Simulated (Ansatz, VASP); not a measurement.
AlN in VASP and in Ansatz

The input POSCAR:

```
AlN
1.0
    0.0000000000      1.9984744645      1.9984744645
    1.9984744645      0.0000000000      1.9984744645
    1.9984744645      1.9984744645      0.0000000000
Al N
1 1
Direct
    0.0000000000      0.0000000000      0.0000000000
    0.5000000000      0.5000000000      0.5000000000
```

INCAR.step1

```
PREC = Accurate
ENCUT = 520
ISMEAR = 0
SIGMA = 0.01
LREAL = False
LASPH = True
NELM = 60
NBANDS = 11
GGA = PE
ALGO = Normal
EDIFF = 1E-4
LWAVE = True
LCHARG = False
```

File INCAR.step2:

```
PREC = Accurate
ENCUT = 520
EDIFF = 1E-6
ISMEAR = 0
SIGMA = 0.01
LREAL = False
LASPH = True
NELM = 60
ALGO = Normal
ISIF = 2
LWAVE = False
LCHARG = False
METAGGA = R2SCAN
LMIXTAU = True
NBANDS = 11
ISTART = 1
```

KPOINTS

```
Automatic mesh
0
Gamma
  10 10 10
```

Input for Ansatz:

```yaml
crystal:
  lattice:
    - [0.0, 1.9984744645, 1.9984744645]
    - [1.9984744645, 0.0, 1.9984744645]
    - [1.9984744645, 1.9984744645, 0.0]
  atoms:
    - { symbol: Al, position: [0.0, 0.0, 0.0] }
    - { symbol: "N", position: [0.5, 0.5, 0.5] }
kpoints:
  mp_grid: { grid: [10, 10, 10] }
hamiltonian:
  xc: r2scan
scf:
  occupations: { method: fixed }
  n_extra_bands: 4
output:
  forces: true
  stress: true
  eigenvalues: true
```

Alike in both runs: task single point; functional r2SCAN; k mesh 10 × 10 × 10; no spin polarisation.

```csv
,VASP,Ansatz
version,VASP 6.6.1,Ansatz 0.2.0
potentials or method,"VASP PAW PBE potentials, release 64 (Al, N)","plane waves, PAW"
plane-wave cutoff (eV),520,500
occupations,"gaussian, width 0.01 eV",fixed
valence electrons in the cell,8,8
```

VASP gave:

```
gap on the k mesh at the Fermi level (eV) : 5.84
pressure (GPa)                            : 8.1
```

Task: Which values does Ansatz return?

Result: gap on the k mesh at the Fermi level (eV): 5.84; pressure (GPa): 8.9.

VASP's potentials were made for PBE, not for r2SCAN.
